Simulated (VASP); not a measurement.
A run of VASP 6.6.1 is set up as follows.

The input POSCAR:

```
CdSe
1.0
    0.0000000000      3.1279699470      3.1279699470
    3.1279699470      0.0000000000      3.1279699470
    3.1279699470      3.1279699470      0.0000000000
Cd Se
1 1
Direct
    0.0000000000      0.0000000000      0.0000000000
    0.7500000000      0.7500000000      0.7500000000
```

File INCAR.step1:

```
PREC = Accurate ; ENCUT = 550
ISMEAR = 0 ; SIGMA = 0.01
LREAL = F ; LASPH = T
NELM = 120 ; NBANDS = 16
GGA = PE ; ALGO = Normal
EDIFF = 1E-5 ; LWAVE = T
LCHARG = F ; GGA_COMPAT = F
```

The input INCAR.step2:

```
PREC = Accurate ; ENCUT = 550
EDIFF = 1E-6 ; ISMEAR = 0
SIGMA = 0.01 ; LREAL = F
LASPH = T ; NELM = 120
ALGO = Normal ; ISIF = 2
LWAVE = F ; LCHARG = F
METAGGA = R2SCAN ; LMIXTAU = T
NBANDS = 16 ; ISTART = 1
GGA_COMPAT = F
```

The input KPOINTS:

```
Automatic mesh
0
Gamma
  6 6 6
```

Potentials or basis: VASP PAW PBE potentials, release 64 (Cd, Se).

Launch:

```sh
$ cat potpaw_PBE.64/Cd/POTCAR potpaw_PBE.64/Se/POTCAR > POTCAR
$ cp INCAR.step1 INCAR
$ mpirun -np 1 vasp_std > vasp.out
$ cp INCAR.step2 INCAR
$ mpirun -np 1 vasp_std > vasp.out
```

(1) What does it give for the band gap on the k mesh?

(2) Estimate the pressure.

Results:

(1) 0.89 eV.

(2) -2.5 GPa.

Caveat: the PAW data sets were made with another functional, which shifts forces and pressure a little.
